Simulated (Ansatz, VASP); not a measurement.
BeCd3O4 in VASP and in Ansatz

The input INCAR:

```
PREC     = Accurate       # precision mode
ENCUT    = 700            # plane-wave cutoff, eV
EDIFF    = 1E-6           # SCF threshold, eV
ISMEAR   = 0              # smearing method
SIGMA    = 0.2            # smearing width, eV
LREAL    = F              # projectors in reciprocal space
LASPH    = T              # aspherical terms in the spheres
NELM     = 120            # most SCF steps
ALGO     = Normal         # electronic algorithm
ISIF     = 2              # what is computed and relaxed
LWAVE    = F              # write WAVECAR
LCHARG   = F              # write CHGCAR
GGA      = PE             # functional
NBANDS   = 53             # bands
GGA_COMPAT= F
```

File KPOINTS:

```
Automatic mesh
0
Gamma
  4 4 4
```

Contents of POSCAR:

```
BeCd3O4
1.0
    4.7772043904      0.0000000000      0.0000000000
    0.0000000000      4.7772043904      0.0000000000
    0.0000000000      0.0000000000      4.7772043904
Be Cd O
1 3 4
Direct
    0.0000000000      0.0000000000      0.0000000000
    0.0000000000      0.5000000000      0.5000000000
    0.5000000000      0.5000000000      0.0000000000
    0.5000000000      0.0000000000      0.5000000000
    0.7949732104      0.7949732104      0.2050267896
    0.7949732104      0.2050267896      0.7949732104
    0.2050267896      0.7949732104      0.7949732104
    0.2050267896      0.2050267896      0.2050267896
```

Input for Ansatz:

```yaml
crystal:
  lattice:
    - [4.7772043904, 0.0, 0.0]
    - [0.0, 4.7772043904, 0.0]
    - [0.0, 0.0, 4.7772043904]
  atoms:
    - { symbol: Be, position: [0.0, 0.0, 0.0] }
    - { symbol: Cd, position: [0.0, 0.5, 0.5] }
    - { symbol: Cd, position: [0.5, 0.5, 0.0] }
    - { symbol: Cd, position: [0.5, 0.0, 0.5] }
    - { symbol: O, position: [0.7949732104, 0.7949732104, 0.2050267896] }
    - { symbol: O, position: [0.7949732104, 0.2050267896, 0.7949732104] }
    - { symbol: O, position: [0.2050267896, 0.7949732104, 0.7949732104] }
    - { symbol: O, position: [0.2050267896, 0.2050267896, 0.2050267896] }
basis:
  ecutwfc: 420
kpoints:
  mp_grid: { grid: [4, 4, 4] }
hamiltonian:
  xc: pbe
scf:
  occupations: { method: gaussian, width: 0.2 }
  lower_state_search: "off"
output:
  forces: true
  stress: true
  eigenvalues: true
```

Alike in both runs: task single point; functional PBE; k mesh 4 × 4 × 4; occupations gaussian, width 0.2 eV; no spin polarisation.

|  | VASP | Ansatz |
| --- | --- | --- |
| version | VASP 6.6.1 | Ansatz 0.2.0 |
| potentials or method | VASP PAW PBE potentials, release 64 (Be, Cd_sv_GW, O), cutoff 700 eV | scalar-relativistic, plane waves, PAW |
| valence electrons in the cell | 86 | 86 |

Ansatz gave:

```
gap on the k mesh at the Fermi level (eV) : none
pressure (GPa)                            : 0.0
```

Task: What did VASP give for the same quantities?

Result: gap on the k mesh at the Fermi level (eV): none; pressure (GPa): -0.1.

A gap of «none» marks a metal or a gap that the smearing closes.
